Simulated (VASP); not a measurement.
# Rh (P6_3/mmc) in VASP: further runs

Rh is run at these levels: r2SCAN, PBEsol; tasks: single point.

Program: VASP 6.6.1. These are calculated values, not measurements. Logs are shortened: lines on timing, memory, paths and dates and some standing lists are left out, and cuts for length are marked.

### Step 1. The cell of the first run

Symmetry: P6_3/mmc, No. 194, hexagonal system. The conventional cell has a = 2.731 Å, b = 2.731 Å, c = 4.428 Å, α = 90.00°, β = 90.00°, γ = 120.00°. Within 3.6 Å of Rh (site symmetry -6m2) lie 12 Rh at 2.72 to 2.73 Å.

This isn't the form of Rh at room conditions, which is fcc.

### Step 2. Single point, r2SCAN

File POSCAR:

```
Rh
1.0
    2.7309790422      0.0000000000      0.0000000000
   -1.3654895211      2.3650972278      0.0000000000
    0.0000000000      0.0000000000      4.4284890000
Rh
2
Direct
    0.3333333333      0.6666666667      0.2500000000
    0.6666666667      0.3333333333      0.7500000000
```

File INCAR.step1:

```
ALGO = Normal ; EDIFF = 1E-5
ENCUT = 580 ; GGA = PE
GGA_COMPAT = F ; ISMEAR = -1
LASPH = T ; LCHARG = F
LREAL = F ; LWAVE = T
NBANDS = 24 ; NELM = 120
PREC = Accurate ; SIGMA = 0.05
```

File INCAR.step2:

```
ALGO = Normal ; EDIFF = 1E-6
ENCUT = 580 ; GGA_COMPAT = F
ISIF = 2 ; ISMEAR = -1
ISTART = 1 ; LASPH = T
LCHARG = F ; LMIXTAU = T
LREAL = F ; LWAVE = F
METAGGA = R2SCAN ; NBANDS = 24
NELM = 120 ; PREC = Accurate
SIGMA = 0.05
```

File KPOINTS:

```
k-points
0
Gamma
  11 11 6
```

Potentials or basis: VASP PAW PBE potentials, release 64 (Rh_sv_GW).

Launch:

```console
cat potpaw_PBE.64/Rh_sv_GW/POTCAR > POTCAR
cp INCAR.step1 INCAR
mpirun -np 1 vasp_std > vasp.out
cp INCAR.step2 INCAR
mpirun -np 1 vasp_std > vasp.out
```

OUTCAR:

```text
EDIFF = 1E-6
   ENCUT = 580
   ISIF = 2
   ISMEAR = -1
   ISTART = 1
   LASPH = T
   LREAL = F
   METAGGA = R2SCAN
   NELM = 120
   PREC = Accurate

 ion  position               nearest neighbor table
   1  0.333  0.667  0.250-
   2  0.667  0.333  0.750-

  LATTYP: Found a hexagonal cell.
 ALAT       =     2.7309790422
 C/A-ratio  =     1.6215756077

  Lattice vectors:

 A1 = (   2.7309790422,   0.0000000000,   0.0000000000)
 A2 = (  -1.3654895211,   2.3650972278,   0.0000000000)
 A3 = (   0.0000000000,   0.0000000000,   4.4284890000)

Analysis of symmetry for initial positions (statically):
=====================================================================
 Subroutine PRICEL returns:
 Original cell was already a primitive cell.

 Routine SETGRP: Setting up the symmetry group for a
 hexagonal supercell.

 Subroutine GETGRP returns: Found 24 space group operations
 (whereof 12 operations were pure point group operations)
 out of a pool of 24 trial point group operations.

The static configuration has the point symmetry D_3d.
 The point group associated with its full space group is D_6h.

Analysis of symmetry for dynamics (positions and initial velocities):
=====================================================================
 Subroutine PRICEL returns:
 Original cell was already a primitive cell.

 Routine SETGRP: Setting up the symmetry group for a
 hexagonal supercell.

 Subroutine GETGRP returns: Found 24 space group operations
 (whereof 12 operations were pure point group operations)
 out of a pool of 24 trial point group operations.

The dynamic configuration has the point symmetry D_3d.
 The point group associated with its full space group is D_6h.

 Subroutine INISYM returns: Found 24 space group operations
 (whereof 12 operations are pure point group operations),
 and found     1 'primitive' translations

----------------------------------------------------------------------------------------

                                     Primitive cell

  volume of cell :      28.6037

  direct lattice vectors                    reciprocal lattice vectors
     2.730979042  0.000000000  0.000000000     0.366169049  0.211407799  0.000000000
    -1.365489521  2.365097228  0.000000000     0.000000000  0.422815599  0.000000000
     0.000000000  0.000000000  4.428489000     0.000000000  0.000000000  0.225810655

  length of vectors
     2.730979042  2.730979042  4.428489000     0.422815599  0.422815599  0.225810655

  position of ions in fractional coordinates (direct lattice)
     0.333333333  0.666666667  0.250000000
     0.666666667  0.333333333  0.750000000

  ion indices of the primitive-cell ions
   primitive index   ion index
                 1           1
                 2           2

----------------------------------------------------------------------------------------

 KPOINTS: k-points

Automatic generation of k-mesh.
 Grid dimensions read from file:
 generate k-points for:   11   11    6

 Generating k-lattice:

  Cartesian coordinates                     Fractional coordinates (reciprocal lattice)
     0.033288095  0.019218891  0.000000000     0.090909091  0.000000000  0.000000000
     0.000000000  0.038437782  0.000000000     0.000000000  0.090909091  0.000000000
     0.000000000  0.000000000  0.037635109     0.000000000  0.000000000  0.166666667

  Length of vectors
     0.038437782  0.038437782  0.037635109

  Shift w.r.t. Gamma in fractional coordinates (k-lattice)
     0.000000000  0.000000000  0.000000000

 Subroutine IBZKPT returns following result:
 ===========================================

 Found     64 irreducible k-points:

 Following reciprocal coordinates:
            Coordinates               Weight
  0.000000  0.000000  0.000000      1.000000
  0.090909 -0.000000  0.000000      6.000000
  0.181818 -0.000000  0.000000      6.000000
  0.272727 -0.000000  0.000000      6.000000
  0.363636 -0.000000  0.000000      6.000000
  0.454545 -0.000000  0.000000      6.000000
[... 16 lines left out ...]
  0.090909  0.090909  0.166667     12.000000
  0.181818  0.090909  0.166667     24.000000
 [... further k-points ...]
   k-points           NKPTS =     64   k-points in BZ     NKDIM =     64   number of bands    NBANDS=     24
   number of dos      NEDOS =    301   number of ions     NIONS =      2
   total plane-waves  NPLWV =  20736
   dimension x,y,z NGX =    24 NGY =   24 NGZ =   36
   dimension x,y,z NGXF=    48 NGYF=   48 NGZF=   72
   ions per type =               2
   NGX,Y,Z   is equivalent  to a cutoff of  14.61, 14.61, 13.51 a.u.
   NGXF,Y,Z  is equivalent  to a cutoff of  29.22, 29.22, 27.03 a.u.
 SYSTEM =  unknown system
   PREC   = accura    normal or accurate (medium, high low for compatibility)
   ISTART =      1    job   : 0-new  1-cont  2-samecut
   ICHARG =      0    charge: 1-file 2-atom 10-const
   ISPIN  =      1    spin polarized calculation?
   LNONCOLLINEAR =      F non collinear calculations
   LSORBIT =      F    spin-orbit coupling
   LASPH  =      T    aspherical Exc in radial PAW
   ENCUT  =  580.0 eV  42.63 Ry    6.53 a.u.   5.36  5.36  8.70*2*pi/ulx,y,z
   NELM   =    120;   NELMIN=  2; NELMDL=  0     # of ELM steps
   EDIFF  = 0.1E-05   stopping-criterion for ELM
   LREAL  =      F    real-space projection
   EDIFFG = 0.1E-04   stopping-criterion for IOM
   NSW    =      0    number of steps for IOM
   IBRION =     -1    ionic relax: 0-MD 1-quasi-New 2-CG
   NFREE  =      0    steps in history (QN), initial steepest desc. (CG)
   ISIF   =      2    stress and relaxation
   ISYM   =      2    0-nonsym 1-usesym 2-fastsym
   POTIM  = 0.5000    time-step for ionic-motion
   TEBEG  =    0.0;   TEEND  =   0.0 temperature during run
   PSTRESS=    0.0 pullay stress
   NELECT =      34.0000    total number of electrons
   NUPDOWN=      -1.0000    fix difference up-down
   EMIN   =  10.00;   EMAX   =-10.00  energy-range for DOS
   EFERMI =   0.00;   METHOD = LEGACY
   ISMEAR =    -1;   SIGMA  =   0.05  broadening in eV -4-tet -1-fermi 0-gaus
   EFERMI_NEDOS =   21; number of points for ismear=-14 and -15
   IALGO  =     38    algorithm
   IMIX   =      4    mixing-type and parameters
     AMIX     =   0.40;   BMIX     =  1.00
     AMIX_MAG =   1.60;   BMIX_MAG =  1.00
  volume/ion in A,a.u.               =      14.30        96.51
  Fermi-wavevector in a.u.,A,eV,Ry     =   1.734177  3.277120 40.917764  3.007371
  Thomas-Fermi vector in A             =   2.808023
   LORBIT       =      0    0 simple, 1 ext, 2 COOP (PROOUT), +10 PAW based schemes
   METAGGA = R2SCAN    functional components
   LHFCALC =     F    Hartree Fock is set to
   AEXX    =    0.0000 exact exchange contribution
   IVDW    =     0    specifies the selected vdW correction
   LEPSILON=     F    determine dielectric tensor
   LRPA    =     F    only Hartree local field effects (RPA)
 non-spin polarized calculation
  energy-cutoff  :      580.00
  volume of cell :       28.60
 maximum number of plane-waves:       941
 NGX is ok and might be reduce to    24
   NGX = 11   NGY = 11   NGZ = 17

 number of electron      33.9999990 magnetization

 Free energy of the ion-electron system (eV)
  ---------------------------------------------------
  ext. energy  EPLUGINS =         0.00000000
  ---------------------------------------------------
  free energy    TOTEN  =       -46.44501790 eV

  energy without entropy =      -46.41599100  energy(sigma->0) =      -46.43050445

 E-fermi :  10.1034     XC(G=0): -14.9804

 val. band max:       10.1003396370   @ k =   0.1818  -0.0000   0.3333
 cond. band min:      10.1060919111   @ k =   0.3636  -0.0000   0.0000
 fundamental gap:      0.0057522741
 Fermi energy:        10.1034205650

 k-point     1 :       0.0000    0.0000    0.0000
  band No.  band energies     occupation
      1     -71.0051      2.00000
      2     -70.8982      2.00000
      3     -38.3878      2.00000
      4     -37.7835      2.00000
      5     -37.7835      2.00000
      6     -37.6941      2.00000
[... 16 lines left out ...]
     23      28.7346      0.00000
     24      29.3419      0.00000

 k-point     2 :       0.0909   -0.0000    0.0000
  band No.  band energies     occupation
      1     -70.9979      2.00000
      2     -70.8949      2.00000
      3     -38.3700      2.00000
      4     -37.8234      2.00000
      5     -37.7962      2.00000
      6     -37.7257      2.00000
[... 16 lines left out ...]
     23      29.0487      0.00000
     24      29.4662      0.00000

 k-point     3 :       0.1818   -0.0000    0.0000
  band No.  band energies     occupation
      1     -70.9782      2.00000
      2     -70.8863      2.00000
      3     -38.3196      2.00000
      4     -37.9317      2.00000
      5     -37.8359      2.00000
      6     -37.8299      2.00000
[... 16 lines left out ...]
     23      29.3048      0.00000
     24      29.3249      0.00000

 k-point     4 :       0.2727   -0.0000    0.0000
  band No.  band energies     occupation
      1     -70.9511      2.00000
      2     -70.8762      2.00000
      3     -38.2458      2.00000
      4     -38.0744      2.00000
      5     -37.9768      2.00000
      6     -37.8729      2.00000
[... 16 lines left out ...]
     23      26.9471      0.00000
     24      27.5924      0.00000

 k-point     5 :       0.3636   -0.0000    0.0000
  band No.  band energies     occupation
      1     -70.9239      2.00000
      2     -70.8692      2.00000
      3     -38.2051      2.00000
      4     -38.1631      2.00000
      5     -38.1027      2.00000
      6     -37.9115      2.00000
[... 451 lines left out ...]
 k-point    22 :       0.4545   -0.0000    0.1667
  band No.  band energies     occupation
      1     -70.9027      2.00000
      2     -70.8699      2.00000
      3     -38.3129      2.00000
      4     -38.2101      2.00000
      5     -38.0436      2.00000
      6     -37.9233      2.00000
[... 16 lines left out ...]
     23      24.4065      0.00000
     24      24.8806      0.00000

 k-point    23 :       0.0909    0.0909    0.1667
  band No.  band energies     occupation
      1     -70.9781      2.00000
      2     -70.8953      2.00000
      3     -38.3005      2.00000
      4     -37.8786      2.00000
      5     -37.8504      2.00000
      6     -37.8024      2.00000
[... 16 lines left out ...]
     23      28.4008      0.00000
     24      29.2663      0.00000

 k-point    24 :       0.1818    0.0909    0.1667
  band No.  band energies     occupation
      1     -70.9556      2.00000
      2     -70.8851      2.00000
      3     -38.2554      2.00000
      4     -37.9886      2.00000
      5     -37.9604      2.00000
      6     -37.8492      2.00000
[... 16 lines left out ...]
     23      26.6723      0.00000
     24      28.0664      0.00000

 [... further k-points ...]

------------------------ aborting loop because EDIFF is reached ----------------------------------------

  FORCE on cell =-STRESS in cart. coord.  units (eV):
  Direction    XX          YY          ZZ          XY          YZ          ZX
  --------------------------------------------------------------------------------------
  -------------------------------------------------------------------------------------
  Total       -1.8926852     -1.8926852     -2.1613993      0.0000000      0.0000000      0.0000000
  in kB     -106.0146871   -106.0146871   -121.0661270      0.0000000      0.0000000      0.0000000
  external PRESSURE =    -111.0318337 kB  Pullay stress =       0.0000000 kB

 VOLUME and BASIS-vectors are now :
 -----------------------------------------------------------------------------
  energy-cutoff  :      580.00
  volume of cell :       28.60
      direct lattice vectors                 reciprocal lattice vectors
     2.730979042  0.000000000  0.000000000     0.366169049  0.211407799  0.000000000
    -1.365489521  2.365097228  0.000000000     0.000000000  0.422815599  0.000000000
     0.000000000  0.000000000  4.428489000     0.000000000  0.000000000  0.225810655

 POSITION                                       TOTAL-FORCE (eV/Angst)
 -----------------------------------------------------------------------------------
     -0.00000      1.57673      1.10712        -0.000000     -0.000000      0.000000
      1.36549      0.78837      3.32137         0.000000      0.000000      0.000000
 -----------------------------------------------------------------------------------
    total drift:                               -0.000000      0.000000     -0.000000

  FREE ENERGIE OF THE ION-ELECTRON SYSTEM (eV)
  ---------------------------------------------------
  free  energy   TOTEN  =       -46.4450179040 eV

  energy  without entropy=      -46.4159909992  energy(sigma->0) =      -46.43050445
```

Wall time 1.9 min (1 thread of Intel Xeon Platinum 8488C (Sapphire Rapids), shared host); peak memory 0.2 GiB.

Results:

```yaml
Free_energy: -46.4450 eV
Pressure: -11.1 GPa
Band_gap_on_the_k_mesh: zero (bands 17 and 18 overlap by 2.28 eV)
```

Levels at points of the mesh, in eV from the Fermi level:
```tsv
k point	band 14	band 15	band 16	band 17	band 18	band 19	band 20	band 21
(0.00, 0.00, 0.00)	-2.45	-2.45	-1.85	-1.85	0.14	0.14	0.92	8.66
(0.00, 0.00, 0.50)	-3.05	-3.05	-3.05	-0.43	-0.43	-0.43	-0.43	15.26
```

Caveat: the cell stands under tension; the PAW data sets were made with another functional, which shifts forces and pressure a little.

### Step 3. Single point, PBEsol

File INCAR:

```
ALGO = Normal
EDIFF = 1E-7
ENCUT = 520
GGA = PS
ISIF = 2
ISMEAR = 0
LASPH = T
LCHARG = F
LREAL = F
LWAVE = F
NBANDS = 22
NELM = 80
PREC = Accurate
SIGMA = 0.05
```

File KPOINTS:

```
k-points
0
Gamma
  8 8 5
```

POSCAR is that of step 2.

Potentials or basis: VASP PAW PBE potentials, release 64 (Rh_pv).

Launch:

```console
cat potpaw_PBE.64/Rh_pv/POTCAR > POTCAR
mpirun -np 1 vasp_std > vasp.out
```

OUTCAR:

```text
EDIFF = 1E-7
   ENCUT = 520
   GGA = PS
   ISIF = 2
   ISMEAR = 0
   LASPH = T
   LREAL = F
   NELM = 80
   PREC = Accurate

 ion  position               nearest neighbor table
   1  0.333  0.667  0.250-   2 2.72   2 2.72   2 2.72   2 2.72   2 2.72   2 2.72
   2  0.667  0.333  0.750-   1 2.72   1 2.72   1 2.72   1 2.72   1 2.72   1 2.72

  LATTYP: Found a hexagonal cell.
 ALAT       =     2.7309790422
 C/A-ratio  =     1.6215756077

  Lattice vectors:

 A1 = (   2.7309790422,   0.0000000000,   0.0000000000)
 A2 = (  -1.3654895211,   2.3650972278,   0.0000000000)
 A3 = (   0.0000000000,   0.0000000000,   4.4284890000)

Analysis of symmetry for initial positions (statically):
=====================================================================
 Subroutine PRICEL returns:
 Original cell was already a primitive cell.

 Routine SETGRP: Setting up the symmetry group for a
 hexagonal supercell.

 Subroutine GETGRP returns: Found 24 space group operations
 (whereof 12 operations were pure point group operations)
[... 160 lines left out ...]
  ext. energy  EPLUGINS =         0.00000000
  ---------------------------------------------------
  free energy    TOTEN  =       -16.08373021 eV

  energy without entropy =      -16.07922169  energy(sigma->0) =      -16.08147595

 E-fermi :  11.1041     XC(G=0): -13.9639

 val. band max:       11.0990685863   @ k =   0.3750   0.1250   0.0000
 cond. band min:      11.1638586416   @ k =   0.3750   0.1250   0.2000
 fundamental gap:      0.0647900553
 Fermi energy:        11.1040802834

 k-point     1 :       0.0000    0.0000    0.0000
  band No.  band energies     occupation
      1     -35.8745      2.00000
      2     -35.2886      2.00000
      3     -35.2886      2.00000
      4     -35.2216      2.00000
      5     -35.1953      2.00000
      6     -35.1953      2.00000
[... 589 lines left out ...]
     21      26.2357      0.00000
     22      27.7636      0.00000

 [... further k-points ...]

------------------------ aborting loop because EDIFF is reached ----------------------------------------

  FORCE on cell =-STRESS in cart. coord.  units (eV):
  Direction    XX          YY          ZZ          XY          YZ          ZX
  --------------------------------------------------------------------------------------
  -------------------------------------------------------------------------------------
  Total       -2.2177295     -2.2177295     -2.7821908      0.0000000      0.0000000      0.0000000
  in kB     -124.2213420   -124.2213420   -155.8384269      0.0000000      0.0000000      0.0000000
  external PRESSURE =    -134.7603703 kB  Pullay stress =       0.0000000 kB

 VOLUME and BASIS-vectors are now :
 -----------------------------------------------------------------------------
  energy-cutoff  :      520.00
  volume of cell :       28.60
      direct lattice vectors                 reciprocal lattice vectors
     2.730979042  0.000000000  0.000000000     0.366169049  0.211407799  0.000000000
    -1.365489521  2.365097228  0.000000000     0.000000000  0.422815599  0.000000000
     0.000000000  0.000000000  4.428489000     0.000000000  0.000000000  0.225810655

 POSITION                                       TOTAL-FORCE (eV/Angst)
 -----------------------------------------------------------------------------------
     -0.00000      1.57673      1.10712         0.000000     -0.000000      0.000000
      1.36549      0.78837      3.32137        -0.000000      0.000000      0.000000
 -----------------------------------------------------------------------------------
    total drift:                               -0.000000      0.000000     -0.000000

  FREE ENERGIE OF THE ION-ELECTRON SYSTEM (eV)
  ---------------------------------------------------
  free  energy   TOTEN  =       -16.0837302111 eV

  energy  without entropy=      -16.0792216869  energy(sigma->0) =      -16.08147595
```

It took 22 s on 1 thread of Intel Xeon 8259CL, shared host; peak memory 0.14 GiB.

What came out:

```
Free energy            : -16.0837 eV
Pressure               : -13.5 GPa
Band gap on the k mesh : zero (bands 15 and 16 overlap by 2.02 eV)
```

Stress tensor (GPa, compression positive):
```
-12.42   0.00   0.00
  0.00 -12.42   0.00
  0.00   0.00 -15.58
```

Caveat: the cell stands under tension; the PAW data sets were made with another functional, which shifts forces and pressure a little.
